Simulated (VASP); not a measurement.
# Ca3SbP in VASP: notebook, part 2 of 2

VASP 6.6.1. Earlier steps stand in the parts before.

### Step 3. Single point, LDA

This run uses another cell than the first one, of 31.19 Å³/atom, 1.025 times its volume.

File INCAR:

```
SYSTEM = Ca3SbP
ALGO = Normal ; EDIFF = 1E-6
ENCUT = 520 ; GGA = CA
ISIF = 2 ; ISMEAR = 0
LASPH = .True. ; LCHARG = .False.
LREAL = .False. ; LWAVE = .False.
NBANDS = 28 ; NELM = 60
PREC = Accurate ; SIGMA = 0.05
```

File KPOINTS:

```
k-points
0
Gamma
  6 6 6
  0 0 0
```

File POSCAR:

```
Ca3SbP
1.0
    5.3829083819      0.0000000000      0.0000000000
    0.0000000000      5.3829083819      0.0000000000
    0.0000000000      0.0000000000      5.3829083819
Ca Sb P
3 1 1
Direct
    0.0000000000      0.5000000000      0.5000000000
    0.5000000000      0.0000000000      0.5000000000
    0.5000000000      0.5000000000      0.0000000000
    0.0000000000      0.0000000000      0.0000000000
    0.5000000000      0.5000000000      0.5000000000
```

Potentials or basis: VASP PAW LDA potentials, release 64 (Ca_sv, Sb, P).

The run is started by

```console
cat potpaw_LDA.64/Ca_sv/POTCAR potpaw_LDA.64/Sb/POTCAR potpaw_LDA.64/P/POTCAR > POTCAR
mpirun -np 1 vasp_std > vasp.out
```

OUTCAR:

```text
SYSTEM = Ca3SbP
   EDIFF = 1E-6
   ENCUT = 520
   GGA = CA
   ISIF = 2
   ISMEAR = 0
   LASPH = .True.
   LREAL = .False.
   NELM = 60
   PREC = Accurate

 ion  position               nearest neighbor table
   1  0.000  0.500  0.500-   5 2.69   5 2.69
   2  0.500  0.000  0.500-   5 2.69   5 2.69
   3  0.500  0.500  0.000-   5 2.69   5 2.69
   4  0.000  0.000  0.000-
   5  0.500  0.500  0.500-   1 2.69   2 2.69   3 2.69   3 2.69   2 2.69   1 2.69

  LATTYP: Found a simple cubic cell.
 ALAT       =     5.3829083819

  Lattice vectors:

 A1 = (   5.3829083819,   0.0000000000,   0.0000000000)
 A2 = (   0.0000000000,   5.3829083819,   0.0000000000)
 A3 = (   0.0000000000,   0.0000000000,   5.3829083819)

Analysis of symmetry for initial positions (statically):
=====================================================================
 Subroutine PRICEL returns:
 Original cell was already a primitive cell.

 Routine SETGRP: Setting up the symmetry group for a
 simple cubic supercell.

 Subroutine GETGRP returns: Found 48 space group operations
 (whereof 48 operations were pure point group operations)
 out of a pool of 48 trial point group operations.

The static configuration has the point symmetry O_h .

Analysis of symmetry for dynamics (positions and initial velocities):
=====================================================================
 Subroutine PRICEL returns:
 Original cell was already a primitive cell.

 Routine SETGRP: Setting up the symmetry group for a
 simple cubic supercell.

 Subroutine GETGRP returns: Found 48 space group operations
 (whereof 48 operations were pure point group operations)
 out of a pool of 48 trial point group operations.

The dynamic configuration has the point symmetry O_h .

[... 114 lines left out ...]
   ISMEAR =     0;   SIGMA  =   0.05  broadening in eV -4-tet -1-fermi 0-gaus
   EFERMI_NEDOS =   21; number of points for ismear=-14 and -15
   IALGO  =     38    algorithm
   IMIX   =      4    mixing-type and parameters
     AMIX     =   0.40;   BMIX     =  1.00
     AMIX_MAG =   1.60;   BMIX_MAG =  1.00
  volume/ion in A,a.u.               =      31.19       210.51
  Fermi-wavevector in a.u.,A,eV,Ry     =   1.040107  1.965516 14.719078  1.081822
  Thomas-Fermi vector in A             =   2.174667
   LORBIT       =      0    0 simple, 1 ext, 2 COOP (PROOUT), +10 PAW based schemes
   GGA     = CA    functional components
   LHFCALC =     F    Hartree Fock is set to
   AEXX    =    0.0000 exact exchange contribution
   IVDW    =     0    specifies the selected vdW correction
   LEPSILON=     F    determine dielectric tensor
   LRPA    =     F    only Hartree local field effects (RPA)
 non-spin polarized calculation
 Gauss-broadening in eV      SIGMA  =   0.05
  energy-cutoff  :      520.00
  volume of cell :      155.97
 maximum number of plane-waves:      4224
   NGX = 21   NGY = 21   NGZ = 21

 number of electron      39.9999994 magnetization

 Free energy of the ion-electron system (eV)
  ---------------------------------------------------
  ext. energy  EPLUGINS =         0.00000000
  ---------------------------------------------------
  free energy    TOTEN  =       -22.52348140 eV

  energy without entropy =      -22.52348140  energy(sigma->0) =      -22.52348140

 E-fermi :   3.4532     XC(G=0):  -8.8342

 val. band max:        3.2369424891   @ k =   0.0000   0.0000   0.0000
 cond. band min:       3.7521873678   @ k =   0.0000   0.0000   0.0000
 fundamental gap:      0.5152448787
 Fermi energy:         3.4532338170

 k-point     1 :       0.0000    0.0000    0.0000
  band No.  band energies     occupation
      1     -37.4726      2.00000
      2     -37.4487      2.00000
      3     -37.4487      2.00000
      4     -18.8690      2.00000
      5     -18.8690      2.00000
      6     -18.8690      2.00000
[... 609 lines left out ...]
     27       5.9971      0.00000
     28       7.0644      0.00000

------------------------ aborting loop because EDIFF is reached ----------------------------------------

  FORCE on cell =-STRESS in cart. coord.  units (eV):
  Direction    XX          YY          ZZ          XY          YZ          ZX
  --------------------------------------------------------------------------------------
  -------------------------------------------------------------------------------------
  Total       -2.6467457     -2.6467457     -2.6467457      0.0000000      0.0000000      0.0000000
  in kB      -27.1876602    -27.1876602    -27.1876602      0.0000000      0.0000000      0.0000000
  external PRESSURE =     -27.1876602 kB  Pullay stress =       0.0000000 kB

 VOLUME and BASIS-vectors are now :
 -----------------------------------------------------------------------------
  energy-cutoff  :      520.00
  volume of cell :      155.97
      direct lattice vectors                 reciprocal lattice vectors
     5.382908382  0.000000000  0.000000000     0.185773179  0.000000000  0.000000000
     0.000000000  5.382908382  0.000000000     0.000000000  0.185773179  0.000000000
     0.000000000  0.000000000  5.382908382     0.000000000  0.000000000  0.185773179

 POSITION                                       TOTAL-FORCE (eV/Angst)
 -----------------------------------------------------------------------------------
      0.00000      2.69145      2.69145         0.000000      0.000000      0.000000
      2.69145      0.00000      2.69145         0.000000      0.000000      0.000000
      2.69145      2.69145      0.00000         0.000000      0.000000      0.000000
      0.00000      0.00000      0.00000         0.000000      0.000000      0.000000
      2.69145      2.69145      2.69145         0.000000      0.000000      0.000000
 -----------------------------------------------------------------------------------
    total drift:                                0.000000     -0.000000     -0.000000

  FREE ENERGIE OF THE ION-ELECTRON SYSTEM (eV)
  ---------------------------------------------------
  free  energy   TOTEN  =       -22.5234813998 eV

  energy  without entropy=      -22.5234813998  energy(sigma->0) =      -22.52348140
```

stdout:

```text
POSCAR found type information on POSCAR CaSbP
 POSCAR found :  3 types and       5 ions
 scaLAPACK will be used
 LDA part: xc-table for (Slater(with rela. corr.)+CA(PZ))
 , standard interpolation
 POSCAR, INCAR and KPOINTS ok, starting setup
 FFT: planning ... GRIDC
 FFT: planning ... GRID_SOFT
 FFT: planning ... GRID
 WAVECAR not read
 entering main loop
```

Run time: 44 s. Hardware: 1 thread of AMD EPYC 9R14 (Zen 4), shared host; peak memory 0.22 GiB.

What came out:

```yaml
Free_energy: -22.5235 eV
Pressure: -2.7 GPa
Band_gap_on_the_k_mesh: 0.52 eV, direct
```

Levels at points of the mesh, in eV from the valence-band top:
```csv
k point,band 16,band 17,band 18,band 19,band 20,band 21,band 22,band 23,band 24,band 25
"(0.00, 0.00, 0.00)",-1.80,-1.80,0.00,0.00,0.00,0.52,0.58,0.58,0.93,0.93
"(0.50, 0.00, 0.00)",-2.37,-1.70,-1.70,-0.98,-0.98,1.23,1.46,1.59,2.52,2.59
"(0.50, 0.50, 0.00)",-3.39,-1.88,-1.28,-1.28,-0.93,1.68,1.68,1.71,2.04,2.59
"(0.50, 0.50, 0.50)",-3.18,-3.18,-1.65,-1.65,-1.65,1.87,1.87,1.87,2.63,2.76
```

Caveat: spin-orbit coupling is left out, which moves the levels of the heavy elements.

### Step 4. Single point, LDA

This run uses another cell than the first one, of 26.85 Å³/atom, 0.882 times its volume.

File INCAR:

```
PREC = Accurate
ENCUT = 520
EDIFF = 1E-6
ISMEAR = 0
SIGMA = 0.05
LREAL = False
LASPH = True
NELM = 80
ALGO = Normal
ISIF = 2
LWAVE = False
LCHARG = False
GGA = CA
NBANDS = 28
```

File KPOINTS:

```
regular mesh
0
Gamma
  6 6 6
```

File POSCAR:

```
Ca3SbP
1.0
    5.1203274853      0.0000000000      0.0000000000
    0.0000000000      5.1203274853      0.0000000000
    0.0000000000      0.0000000000      5.1203274853
Ca Sb P
3 1 1
Direct
   -0.0028706930      0.5000000000      0.5000000000
    0.4885749495      0.0000000000      0.5000000000
    0.4885749495      0.5000000000      0.0000000000
    0.0087763672      0.0000000000      0.0000000000
    0.4987805006      0.5000000000      0.5000000000
```

The run is started by

```console
cat potpaw_LDA.64/Ca_sv/POTCAR potpaw_LDA.64/Sb/POTCAR potpaw_LDA.64/P/POTCAR > POTCAR
mpirun -np 1 vasp_std > vasp.out
```

Wall time 2.5 min (1 thread of Oxide Virtual Turin-like, shared host); peak memory 0.26 GiB.

The run converged. Its results:

* Free energy: -22.4765 eV
* Pressure: 4.2 GPa
* Largest force: 0.027 eV/Å
* Band gap on the k mesh: 0.38 eV, direct

Forces on the atoms (eV/Å):
```
Ca  -0.008  0.000  0.000
Ca   0.010  0.000  0.000
Ca   0.010  0.000  0.000
Sb  -0.027  0.000  0.000
P    0.015  0.000  0.000
```

Stress tensor (GPa, compression positive):
```
4.27 0.00 0.00
0.00 4.16 0.00
0.00 0.00 4.16
```

Levels at points of the mesh, in eV from the valence-band top:
| k point | band 17 | band 18 | band 19 | band 20 | band 21 | band 22 | band 23 | band 24 |
| --- | --- | --- | --- | --- | --- | --- | --- | --- |
| (0.00, 0.00, 0.00) | -1.86 | -0.02 | 0.00 | 0.00 | 0.38 | 0.45 | 0.67 | 0.71 |
| (0.50, 0.00, 0.00) | -1.71 | -1.71 | -1.29 | -1.29 | 1.01 | 1.35 | 1.85 | 2.62 |
| (0.00, 0.50, 0.00) | -1.71 | -1.71 | -1.29 | -1.28 | 1.00 | 1.36 | 1.84 | 2.60 |
| (0.50, 0.50, 0.00) | -1.98 | -1.59 | -1.59 | -1.28 | 1.63 | 1.63 | 1.90 | 2.38 |
| (0.00, 0.50, 0.50) | -1.97 | -1.59 | -1.59 | -1.26 | 1.62 | 1.62 | 1.89 | 2.36 |
| (0.50, 0.50, 0.50) | -3.53 | -1.96 | -1.96 | -1.96 | 1.91 | 1.92 | 1.92 | 2.88 |

Caveat: spin-orbit coupling is left out, which moves the levels of the heavy elements.

### Step 5. Single point, LDA

This run uses another cell than the first one, of 27.54 Å³/atom, 0.905 times its volume.

File INCAR:

```
SYSTEM = Ca3SbP
  ALGO = Normal
  EDIFF = 1E-7
  ENCUT = 520
  GGA = CA
  ISIF = 2
  ISMEAR = 0
  LASPH = .TRUE.
  LCHARG = .FALSE.
  LREAL = .FALSE.
  LWAVE = .FALSE.
  NBANDS = 28
  NELM = 60
  PREC = Accurate
  SIGMA = 0.05
```

File KPOINTS:

```
k-points
0
G
  6 6 6
  0 0 0
```

Edit POSCAR of step 4 so:

```diff
@@ -2,5 +2,5 @@
 1.0
-    5.1203274853      0.0000000000      0.0000000000
-    0.0000000000      5.1203274853      0.0000000000
-    0.0000000000      0.0000000000      5.1203274853
+    5.1639159141      0.0000000000      0.0000000000
+    0.0000000000      5.1639159141      0.0000000000
+    0.0000000000      0.0000000000      5.1639159141
 Ca Sb P
```

The run is started by

```console
cat potpaw_LDA.64/Ca_sv/POTCAR potpaw_LDA.64/Sb/POTCAR potpaw_LDA.64/P/POTCAR > POTCAR
mpirun -np 1 vasp_std > vasp.out
```

It took 3.2 min on 1 thread of Oxide Virtual Turin-like, shared host; peak memory 0.26 GiB.

It converged, with:

```
Free energy            : -22.5517 eV
Pressure               : 2.7 GPa
Largest force          : 0.012 eV/Å
Band gap on the k mesh : 0.43 eV, direct
```

Forces in eV/Å, atoms in the order of the input:
```
Ca  -0.005  0.000  0.000
Ca   0.004  0.000  0.000
Ca   0.004  0.000  0.000
Sb  -0.012  0.000  0.000
P    0.009  0.000  0.000
```

Stress tensor (GPa, compression positive):
```
2.80 0.00 0.00
0.00 2.70 0.00
0.00 0.00 2.70
```

Levels at points of the mesh, in eV from the valence-band top:
| k point | band 18 | band 19 | band 20 | band 21 | band 22 | band 23 |
| --- | --- | --- | --- | --- | --- | --- |
| (0.00, 0.00, 0.00) | -0.02 | 0.00 | 0.00 | 0.43 | 0.49 | 0.73 |
| (0.50, 0.00, 0.00) | -1.71 | -1.23 | -1.23 | 1.06 | 1.38 | 1.81 |
| (0.00, 0.50, 0.00) | -1.70 | -1.23 | -1.22 | 1.06 | 1.38 | 1.81 |
| (0.50, 0.50, 0.00) | -1.53 | -1.52 | -1.21 | 1.64 | 1.65 | 1.88 |
| (0.00, 0.50, 0.50) | -1.52 | -1.52 | -1.19 | 1.64 | 1.64 | 1.87 |
| (0.50, 0.50, 0.50) | -1.90 | -1.90 | -1.90 | 1.91 | 1.92 | 1.92 |

Caveat: spin-orbit coupling is left out, which moves the levels of the heavy elements.

### Step 6. The runs side by side

```tsv
cell	gap on the mesh (eV)	pressure (GPa)	largest force (eV/Å)
a = 5.339 Å, 5 atoms	0.55	-1.9	-
a = 5.383 Å, 5 atoms	0.52	-2.7	-
a = 5.120 Å, 5 atoms	0.38	4.2	0.03
a = 5.164 Å, 5 atoms	0.43	2.7	0.01
```

Alike in all rows: task single point; level LDA; potentials or basis VASP PAW LDA potentials, release 64 (Ca_sv, Sb, P); no spin polarisation; k mesh 6 × 6 × 6; cutoff (eV) 520; smearing gaussian 0.05 eV.

Caveats: spin-orbit coupling is left out, which moves the levels of the heavy elements.

Total energies depend on the potentials used, so only differences within one code and one set of settings carry meaning.
